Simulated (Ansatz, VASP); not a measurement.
## Two plane-wave programs on AlH5

The input INCAR:

```
  ALGO = Normal
  EDIFF = 1E-6
  EDIFFG = -0.01
  ENCUT = 600
  GGA = PE
  IBRION = 2
  ISIF = 3
  ISMEAR = 0
  LASPH = True
  LCHARG = False
  LREAL = False
  LWAVE = False
  NELM = 60
  NSW = 100
  PREC = Accurate
  SIGMA = 0.1
```

File KPOINTS:

```
k-points
0
Gamma
  12 12 14
```

Contents of POSCAR:

```
AlH5
1.0
    3.7055647923      0.0000000000      0.0000000000
   -1.8527823962      3.2091132455      0.0000000000
    0.0000000000      0.0000000000      2.6588325460
Al H
1 5
Direct
    0.0000000000      0.0000000000      0.5000000000
    0.3333333333      0.6666666667      0.5000000000
    0.0000000000      0.6572893984      0.0000000000
    0.6572893984      0.0000000000      0.0000000000
    0.3427106016      0.3427106016      0.0000000000
    0.6666666667      0.3333333333      0.5000000000
```

Input for Ansatz:

```yaml
crystal:
  lattice:
    - [3.7055647923, 0.0, 0.0]
    - [-1.8527823962, 3.2091132455, 0.0]
    - [0.0, 0.0, 2.658832546]
  atoms:
    - { symbol: Al, position: [0.0, 0.0, 0.5] }
    - { symbol: H, position: [0.3333333333, 0.6666666667, 0.5] }
    - { symbol: H, position: [0.0, 0.6572893984, 0.0] }
    - { symbol: H, position: [0.6572893984, 0.0, 0.0] }
    - { symbol: H, position: [0.3427106016, 0.3427106016, 0.0] }
    - { symbol: H, position: [0.6666666667, 0.3333333333, 0.5] }
basis:
  ecutwfc: 420
kpoints:
  mp_grid: { grid: [12, 12, 14] }
hamiltonian:
  xc: pbe
scf:
  occupations: { method: gaussian, width: 0.1 }
output:
  forces: true
  stress: true
  eigenvalues: true
relax:
  adjacent_minimum: "off"
  f_tol: 0.01
  max_steps: 80
  cell: { stress_tol: 0.05 }
```

Change from the starting cell: species swapped into the Eu5Mg type (P-62m, No. 189).

Alike in both runs: task relaxation of cell and atoms; functional PBE; k mesh 12 × 12 × 14; occupations gaussian, width 0.1 eV; no spin polarisation.

```csv
,VASP,Ansatz
version,VASP 6.6.1,Ansatz 0.2.0
potentials or method,"VASP PAW PBE potentials, release 64 (Al, H), cutoff 600 eV","scalar-relativistic, plane waves, PAW"
valence electrons in the cell,8,8
```

```csv
,VASP,Ansatz,Ansatz less VASP
"gap on the k mesh at the Fermi level, each at its own relaxed structure (eV)",none,none,-
relaxed volume (Å³/atom),5.34,5.35,+0.010
relaxed length of the cell vector where the two differ most in proportion (Å),3.762,3.765,+0.0024
```

A gap of «none» marks a metal or a gap that the smearing closes.
